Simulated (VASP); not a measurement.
S:

```xyz
1
Lattice="0.0000 2.0408 2.0408 2.0408 0.0000 2.0408 2.0408 2.0408 0.0000" Properties=species:S:1:pos:R:3 pbc="T T T"
S     0.0000    0.0000    0.0000
```

| Quantity | Value |
| --- | --- |
| Program | VASP 6.6.1 |
| Task | relaxation of cell and atoms |
| Functional | LDA |
| Potentials or basis | VASP PAW LDA potentials, release 64 (S) |
| Cutoff | 600 eV |
| k mesh | 16 × 16 × 16 |
| Occupations | fermi-dirac, width 0.08 eV |
| Spin | no spin polarisation |

At the start: pressure -10.8 GPa; volume 17.00 Å³/atom.

Task: How do energy, volume and symmetry change on relaxing?

Result: Over 3 steps the energy falls by 86.1 meV/atom and the volume is 14.73 Å³/atom (-13.4 %); space group Fm-3m (No. 225, to 0.05 Å).

Step by step:
```csv
step,energy change (eV),largest force (eV/Å),pressure (GPa),volume (Å³)
1,0.0000,0.0000,-10.79,17.00
2,-0.0826,0.0000,2.90,14.34
3,-0.0861,0.0000,0.05,14.73
```

Final structure:
```cif
data_structure
_symmetry_space_group_name_H-M 'P 1'
_symmetry_Int_Tables_number 1
_cell_length_a 2.7513
_cell_length_b 2.7513
_cell_length_c 2.7513
_cell_angle_alpha 60.000
_cell_angle_beta 60.000
_cell_angle_gamma 60.000
_cell_volume 14.73
loop_
_atom_site_label
_atom_site_type_symbol
_atom_site_fract_x
_atom_site_fract_y
_atom_site_fract_z
_atom_site_occupancy
S1 S 0.00000 0.00000 0.00000 1
```
